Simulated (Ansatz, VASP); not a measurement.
**One calculation of LiLaCdAs2, two programs**

```xyz
5
Lattice="4.4336 0.0000 0.0000 -2.2168 3.8396 0.0000 0.0000 0.0000 7.1387" Properties=species:S:1:pos:R:3 pbc="T T T"
Li    2.2168    1.2799    2.6182
La    0.0000    0.0000    0.0694
Cd    0.0000    2.5597    4.4132
As    0.0000    2.5597    1.7331
As    2.2168    1.2799    5.4434
```

Change from the starting cell: species swapped into the PrZnAgP2 type (P3m1, No. 156).

Alike in both runs: task relaxation of cell and atoms; functional PBE; k mesh 6 × 6 × 4; occupations gaussian, width 0.02 eV; no spin polarisation.

|  | VASP | Ansatz |
| --- | --- | --- |
| version | VASP 6.6.1 | Ansatz 0.2.0 |
| potentials or method | VASP PAW PBE potentials, release 64 (Li_sv, La, Cd, As), cutoff 600 eV | scalar-relativistic, plane waves, PAW |
| valence electrons in the cell | 36 | 64 |

|  | VASP | Ansatz | Ansatz less VASP |
| --- | --- | --- | --- |
| gap on the k mesh at the Fermi level, each at its own relaxed structure (eV) | 0.91 | 0.92 | +0.010 |
| relaxed volume (Å³/atom) | 24.33 | 24.31 | -0.021 |
| relaxed cell length with the largest relative difference (Å) | 7.151 | 7.148 | -0.0030 |

VASP's potentials hold 36 valence electrons a cell and Ansatz's 64, so a difference there can come from the potentials and not from the codes.

Spin-orbit coupling is off throughout. Noted on VASP's run: the cutoff is short for stress, so the pressure is rough.
